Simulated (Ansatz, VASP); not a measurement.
In: VASP beside Ansatz

```
In
1.0
     2.85338    0.00000    0.00000
     0.00000    2.85338    0.00000
     0.00000    0.00000    2.85338
In
1
Cartesian
  0.0000 0.0000 0.0000
```

Change from the starting cell: volume scaled by 0.85, LAPW.

Alike in both runs: task single point; functional PBEsol; k mesh 14 × 14 × 14; occupations fermi-dirac, width 0.05 eV; no spin polarisation.

|  | VASP | Ansatz |
| --- | --- | --- |
| version | VASP 6.6.1 | Ansatz 0.2.0 |
| potentials or method | VASP PAW PBE potentials, release 64 (In_d), cutoff 520 eV | all-electron LAPW, scalar-relativistic |

```csv
,VASP,Ansatz,Ansatz less VASP
pressure (GPa),10.0,9.9,-0.01
```

VASP's potentials were made for PBE, not for PBEsol. Ansatz ran all-electron here, and VASP with PAW potentials.
